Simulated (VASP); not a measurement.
Set up this calculation in VASP 6.6.1, as the native input.

| Property | Result |
| --- | --- |
| Task | single point |
| Functional | HSE06 |
| Potentials or basis | VASP PAW PBE potentials, release 64 (F, H, Li_sv) |
| Cutoff | 520 eV |
| k mesh | 1 × 1 × 1 |
| Occupations | fermi-dirac, width 0.05 eV |
| Spin | no spin polarisation |
| Dipole correction | no |
| Grid for exact exchange (PRECFOCK) | Fast |
| Further INCAR settings | LREAL = Auto; ALGO = Normal; EDIFF = 1e-07; NBANDS = 144 |
| Share of exact exchange | 0.25 |
| Screening parameter | 0.2079 1/Å |

Crystal: Li16H9F7.

```
F H Li
1.0
     8.01027    0.00000    0.00000
     0.00000    8.01027    0.00000
     0.00000    0.00000    8.01027
F H Li
14 18 32
Direct
  0.25017 0.99992 0.00024
  0.24979 0.50096 0.99976
  0.75019 0.99960 0.00056
  0.00091 0.24980 0.99969
  0.00040 0.74977 0.99939
  0.50163 0.24962 0.50013
  0.49979 0.75026 0.00003
  0.50006 0.74963 0.49888
  0.00051 0.99932 0.24915
  0.00025 0.99983 0.75097
  0.00054 0.49940 0.75097
  0.50040 0.99978 0.25019
  0.25086 0.74977 0.24957
  0.75146 0.24986 0.74963
  0.24951 0.00016 0.50123
  0.25032 0.49890 0.50003
  0.75150 0.99918 0.49979
  0.74884 0.50021 0.00127
  0.75130 0.50021 0.49898
  0.00143 0.24994 0.49858
  0.99973 0.74879 0.50011
  0.50039 0.25212 0.99982
  0.99927 0.49888 0.25249
  0.50006 0.00047 0.74895
  0.50205 0.49813 0.25081
  0.50096 0.49983 0.74896
  0.25045 0.25166 0.25135
  0.25206 0.24987 0.74818
  0.25171 0.75026 0.74687
  0.75071 0.25130 0.25139
  0.75068 0.74733 0.25146
  0.74940 0.74875 0.74797
  0.00047 0.00001 0.99983
  0.00072 0.00009 0.50029
  0.00077 0.49986 0.99932
  0.00034 0.49942 0.50101
  0.49966 0.99949 0.00077
  0.50089 0.99940 0.49874
  0.49906 0.50114 0.00000
  0.50102 0.49994 0.49964
  0.25020 0.25076 0.00022
  0.25266 0.25066 0.49962
  0.25087 0.74992 0.00074
  0.25238 0.74888 0.49847
  0.75054 0.24955 0.99892
  0.74908 0.25016 0.50066
  0.74932 0.75002 0.00022
  0.74872 0.74860 0.49955
  0.24960 0.99913 0.24943
  0.24872 0.00038 0.75027
  0.24989 0.50025 0.24956
  0.24900 0.49948 0.75051
  0.75134 0.99951 0.24972
  0.75253 0.00108 0.75058
  0.75067 0.49938 0.25073
  0.75187 0.49863 0.74956
  0.99931 0.24873 0.25020
  0.99951 0.25015 0.75000
  0.00100 0.75042 0.24961
  0.00004 0.74952 0.75011
  0.50138 0.24949 0.25250
  0.50198 0.25010 0.74722
  0.50013 0.75034 0.25054
  0.50063 0.74958 0.74771
```

The input as run:

POSCAR

```
Li16H9F7
1.0
    8.0102690000      0.0000000000      0.0000000000
    0.0000000000      8.0102690000      0.0000000000
    0.0000000000      0.0000000000      8.0102690000
F H Li
14 18 32
Direct
    0.2501700000      0.9999200000      0.0002360000
    0.2497880000      0.5009600000      0.9997630000
    0.7501890000      0.9996030000      0.0005600000
    0.0009120000      0.2497960000      0.9996900000
    0.0004000000      0.7497650000      0.9993930000
    0.5016300000      0.2496160000      0.5001290000
    0.4997910000      0.7502570000      0.0000330000
    0.5000560000      0.7496330000      0.4988820000
    0.0005070000      0.9993190000      0.2491540000
    0.0002460000      0.9998270000      0.7509700000
    0.0005380000      0.4994030000      0.7509660000
    0.5004020000      0.9997790000      0.2501910000
    0.2508630000      0.7497670000      0.2495720000
    0.7514610000      0.2498640000      0.7496320000
    0.2495150000      0.0001600000      0.5012320000
    0.2503210000      0.4989040000      0.5000320000
    0.7514960000      0.9991840000      0.4997890000
    0.7488410000      0.5002080000      0.0012730000
    0.7513040000      0.5002050000      0.4989770000
    0.0014260000      0.2499430000      0.4985760000
    0.9997310000      0.7487880000      0.5001060000
    0.5003880000      0.2521250000      0.9998200000
    0.9992690000      0.4988770000      0.2524900000
    0.5000640000      0.0004660000      0.7489540000
    0.5020500000      0.4981270000      0.2508060000
    0.5009560000      0.4998330000      0.7489550000
    0.2504550000      0.2516640000      0.2513540000
    0.2520590000      0.2498740000      0.7481820000
    0.2517100000      0.7502600000      0.7468670000
    0.7507100000      0.2512970000      0.2513950000
    0.7506790000      0.7473250000      0.2514630000
    0.7494010000      0.7487550000      0.7479750000
    0.0004750000      0.0000060000      0.9998330000
    0.0007230000      0.0000860000      0.5002920000
    0.0007690000      0.4998590000      0.9993180000
    0.0003400000      0.4994180000      0.5010090000
    0.4996550000      0.9994920000      0.0007730000
    0.5008850000      0.9994050000      0.4987410000
    0.4990640000      0.5011450000      0.0000040000
    0.5010230000      0.4999360000      0.4996390000
    0.2502040000      0.2507560000      0.0002220000
    0.2526610000      0.2506580000      0.4996190000
    0.2508740000      0.7499240000      0.0007370000
    0.2523810000      0.7488830000      0.4984660000
    0.7505370000      0.2495540000      0.9989180000
    0.7490840000      0.2501600000      0.5006560000
    0.7493210000      0.7500230000      0.0002190000
    0.7487180000      0.7486020000      0.4995480000
    0.2495990000      0.9991320000      0.2494270000
    0.2487210000      0.0003780000      0.7502730000
    0.2498890000      0.5002470000      0.2495630000
    0.2490000000      0.4994790000      0.7505130000
    0.7513380000      0.9995120000      0.2497180000
    0.7525260000      0.0010760000      0.7505840000
    0.7506690000      0.4993790000      0.2507330000
    0.7518730000      0.4986320000      0.7495570000
    0.9993130000      0.2487310000      0.2501950000
    0.9995080000      0.2501470000      0.7499970000
    0.0010020000      0.7504160000      0.2496100000
    0.0000360000      0.7495250000      0.7501100000
    0.5013810000      0.2494900000      0.2524980000
    0.5019790000      0.2500960000      0.7472190000
    0.5001260000      0.7503430000      0.2505420000
    0.5006330000      0.7495820000      0.7477060000
```

INCAR.step1

```
PREC = Accurate
ENCUT = 520
EDIFF = 1E-5
ISMEAR = -1
SIGMA = 0.05
LREAL = Auto
LASPH = True
NELM = 80
ALGO = Normal
ISIF = 2
LWAVE = True
LCHARG = False
NBANDS = 144
GGA = PE
```

INCAR.step2

```
PREC = Accurate
ENCUT = 520
EDIFF = 1E-7
ISMEAR = -1
SIGMA = 0.05
LREAL = Auto
LASPH = True
NELM = 80
ALGO = Normal
ISIF = 2
LWAVE = False
LCHARG = False
GGA = PE
LHFCALC = True
HFSCREEN = 0.2079
PRECFOCK = Fast
NBANDS = 144
ISTART = 1
```

KPOINTS

```
regular mesh
0
Gamma
  1 1 1
```

Potentials or basis: VASP PAW PBE potentials, release 64 (F, H, Li_sv).

Launch:

```bash
$ cat potpaw_PBE.64/F/POTCAR potpaw_PBE.64/H/POTCAR potpaw_PBE.64/Li_sv/POTCAR > POTCAR
$ cp INCAR.step1 INCAR
$ mpirun -np 1 vasp_gam > vasp.out
$ cp INCAR.step2 INCAR
$ mpirun -np 1 vasp_gam > vasp.out
```

Results of the run:

| Quantity | Value |
| --- | --- |
| Largest force | 0.069 eV/Å |
| Band gap on the k mesh | 6.22 eV |

Caveat: the k points lie up to 0.78 Å⁻¹ apart; the PAW data sets were made with another functional, which shifts forces and pressure a little.

Wall time 13 min on 1 thread of Intel(R) Xeon(R) Platinum 8259CL CPU @ 2.50GHz (Skylake/Cascade Lake) (shared host), peak memory 0.66 GiB.
